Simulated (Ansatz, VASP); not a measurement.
Two plane-wave programs on SnO

```
Sn O
1.0
     3.82017    0.00000    0.00000
     0.00000    3.82017    0.00000
     0.00000    0.00000   22.22607
Sn O
4 4
Direct
  0.50000 0.00000 0.20246
  0.00000 0.50000 0.30878
  0.37500 0.87500 0.46626
  0.87500 0.37500 0.57257
  0.00000 0.00000 0.25562
  0.50000 0.50000 0.25562
  0.87500 0.87500 0.51941
  0.37500 0.37500 0.51941
```

Alike in both runs: task single point; functional PBE; dispersion D3(BJ); k mesh 7 × 7 × 1; occupations gaussian, width 0.05 eV; no spin polarisation.

|  | VASP | Ansatz |
| --- | --- | --- |
| version | VASP 6.6.1 | Ansatz 0.2.0 |
| potentials or method | VASP PAW PBE potentials, release 64 (Sn_d, O), cutoff 520 eV | scalar-relativistic, plane waves, PAW |
| valence electrons in the cell | 80 | 80 |

VASP gave:

| Property | Result |
| --- | --- |
| gap on the k mesh at the Fermi level (eV) | 2.17 |
| least direct gap on the mesh (eV) | 2.45 |
| rms of the force components (eV/Å) | 0.054 |

Question: Estimate Ansatz's values.

Answer: gap on the k mesh at the Fermi level (eV): 2.17; least direct gap on the mesh (eV): 2.50; rms of the force components (eV/Å): 0.032.

Ansatz's warnings: xc potential rough in thin density.
